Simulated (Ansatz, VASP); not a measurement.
**PbO: VASP beside Ansatz**

```
Pb O
1.0
     0.09012    2.63225    2.63225
     2.63225    0.09012    2.63225
     2.63225    2.63225    0.09012
Pb O
1 1
Direct
  0.00000 0.00000 0.00000
  0.50000 0.50000 0.50000
```

Change from the starting cell: epitaxial_111 strain -2.5%.

Alike in both runs: task single point; functional r2SCAN; k mesh 8 × 8 × 8; no spin polarisation.

```csv
,VASP,Ansatz
version,VASP 6.6.1,Ansatz 0.2.0
potentials or method,"VASP PAW PBE potentials, release 64 (Pb_d, O)","plane waves, PAW"
plane-wave cutoff (eV),520,500
occupations,"gaussian, width 0.01 eV",fixed
valence electrons in the cell,20,20
```

```tsv
	VASP	Ansatz	Ansatz less VASP
gap on the k mesh at the Fermi level (eV)	0.13	0.13	+0.004
pressure (GPa)	2.4	2.3	-0.16
traceless stress, the component that is largest in VASP (GPa)	-1.15	-1.15	+0.001
```

VASP's potentials were made for PBE, not for r2SCAN.

Spin-orbit coupling is off throughout.
